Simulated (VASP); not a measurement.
A run of VASP 6.6.1 is set up as follows.

File INCAR:

```
PREC     = Accurate       # precision mode
ENCUT    = 500            # plane-wave cutoff, eV
EDIFF    = 1E-6           # SCF threshold, eV
ISMEAR   = 0              # smearing method
SIGMA    = 0.01           # smearing width, eV
LREAL    = F              # projectors in reciprocal space
LASPH    = T              # aspherical terms in the spheres
NELM     = 120            # most SCF steps
ALGO     = Normal         # electronic algorithm
ISIF     = 2              # what is computed and relaxed
LWAVE    = F              # write WAVECAR
LCHARG   = F              # write CHGCAR
GGA      = PE             # functional
NBANDS   = 15             # bands
GGA_COMPAT= F
```

KPOINTS

```
Automatic mesh
0
Gamma
  4 4 4
```

The input POSCAR:

```
RbCl
1.0
    0.0000000000      3.3058128251      3.3058128251
    3.3058128251      0.0000000000      3.3058128251
    3.3058128251      3.3058128251      0.0000000000
Rb Cl
1 1
Direct
    0.0000000000      0.0000000000      0.0000000000
    0.5000000000      0.5000000000      0.5000000000
```

Potentials or basis: VASP PAW PBE potentials, release 64 (Rb_sv, Cl).

Command:

```sh
$ cat potpaw_PBE.64/Rb_sv/POTCAR potpaw_PBE.64/Cl/POTCAR > POTCAR
$ mpirun -np 1 vasp_std > vasp.out
```

Question: What does it give for the pressure?

Answer: 0.6 GPa.

Question: Estimate the band gap on the k mesh.

Answer: 4.95 eV.
